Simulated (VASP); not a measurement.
Set up this calculation in VASP 6.6.1, as the native input.

```
Task                   : single point
Functional             : PBEsol
Potentials or basis    : VASP PAW PBE potentials, release 64 (Nb_sv)
Cutoff                 : 520 eV
k mesh                 : 20 × 20 × 20
Occupations            : gaussian, width 0.15 eV
Spin                   : no spin polarisation
Dipole correction      : no
Further INCAR settings : ALGO = Fast; EDIFF = 1e-06; NBANDS = 12
```

The structure of Nb lies in POSCAR:

```
Nb
1.0
   -1.6639500000      1.6639500000      1.6889092500
    1.6639500000     -1.6639500000      1.6889092500
    1.6639500000      1.6639500000     -1.6889092500
Nb
1
Direct
    0.0000000000      0.0000000000      0.0000000000
```

This cell differs from its parent crystal: strain +0.000 along x and y, +0.015 along z.

These files were run (other wordings do the same):

INCAR

```
  PREC = Accurate
  ENCUT = 520
  EDIFF = 1E-6
  ISMEAR = 0
  SIGMA = 0.15
  LREAL = F
  LASPH = T
  NELM = 100
  ALGO = Fast
  ISIF = 2
  LWAVE = F
  LCHARG = T
  GGA = PS
  LELF = T
  LVHAR = T
  NBANDS = 12
```

KPOINTS

```
Automatic mesh
0
Gamma
  20 20 20
```

Potentials or basis: VASP PAW PBE potentials, release 64 (Nb_sv).

Command:

```console
$ cat potpaw_PBE.64/Nb_sv/POTCAR > POTCAR
$ mpirun -np 1 vasp_std > vasp.out
```

It gave:

```
Pressure : -10.9 GPa
```

Caveat: the cell differs from its parent crystal (strain +0.000 along x and y, +0.015 along z); the PAW data sets were made with another functional, which shifts forces and pressure a little.

Run time: 79 s on 1 thread of Intel(R) Xeon(R) 6975P-C (Granite Rapids), on a shared host, peak memory 0.25 GiB.
